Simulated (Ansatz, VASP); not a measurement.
# Rh: VASP beside Ansatz

File INCAR:

```
PREC     = Accurate       # precision mode
ENCUT    = 520            # plane-wave cutoff, eV
EDIFF    = 1E-6           # SCF threshold, eV
ISMEAR   = 0              # smearing method
SIGMA    = 0.15           # smearing width, eV
LREAL    = F              # projectors in reciprocal space
LASPH    = T              # aspherical terms in the spheres
NELM     = 100            # most SCF steps
ALGO     = Fast           # electronic algorithm
ISIF     = 2              # what is computed and relaxed
LWAVE    = F              # write WAVECAR
LCHARG   = F              # write CHGCAR
GGA      = PS             # functional
NBANDS   = 22             # bands
```

The input KPOINTS:

```
regular mesh
0
Gamma
  24 24 14
```

Contents of POSCAR:

```
Rh
1.0
    2.6887360848      0.0000000000      0.0000000000
   -1.3443680424      2.3285137535      0.0000000000
    0.0000000000      0.0000000000      3.9826986242
Rh
2
Direct
    0.6666666667      0.3333333333      0.7500000000
    0.3333333333      0.6666666667      0.2500000000
```

Input for Ansatz:

```yaml
crystal:
  lattice:
    - [2.6887360848, 0.0, 0.0]
    - [-1.3443680424, 2.3285137535, 0.0]
    - [0.0, 0.0, 3.9826986242]
  atoms:
    - { symbol: Rh, position: [0.6666666667, 0.3333333333, 0.75] }
    - { symbol: Rh, position: [0.3333333333, 0.6666666667, 0.25] }
basis:
  ecutwfc: 420
kpoints:
  mp_grid: { grid: [24, 24, 14] }
hamiltonian:
  xc: pbesol
scf:
  occupations: { method: gaussian, width: 0.15 }
output:
  forces: true
  stress: true
  eigenvalues: true
```

Change from the starting cell: strain +0.000 along x and y, -0.080 along z, atoms carried along.

Alike in both runs: task single point; functional PBEsol; k mesh 24 × 24 × 14; occupations gaussian, width 0.15 eV; no spin polarisation.

```csv
,VASP,Ansatz
version,VASP 6.6.1,Ansatz 0.2.0
potentials or method,"VASP PAW PBE potentials, release 64 (Rh_pv), cutoff 520 eV","scalar-relativistic, plane waves, PAW"
valence electrons in the cell,30,34
```

Ansatz gave:

| Item | Value |
| --- | --- |
| gap on the k mesh at the Fermi level (eV) | none |
| pressure (GPa) | 33.8 |
| traceless stress, the component that is largest in VASP (GPa) | 22.23 |

Task: Estimate VASP's values.

Result: gap on the k mesh at the Fermi level (eV): none; pressure (GPa): 33.7; traceless stress, the component that is largest in VASP (GPa): 22.25.

VASP's potentials were made for PBE, not for PBEsol. A gap of «none» marks a metal or a gap that the smearing closes. Both programs put the cell under a high pressure, so it lies far from rest at this level. VASP's potentials hold 30 valence electrons a cell and Ansatz's 34, so a difference there can come from the potentials and not from the codes.
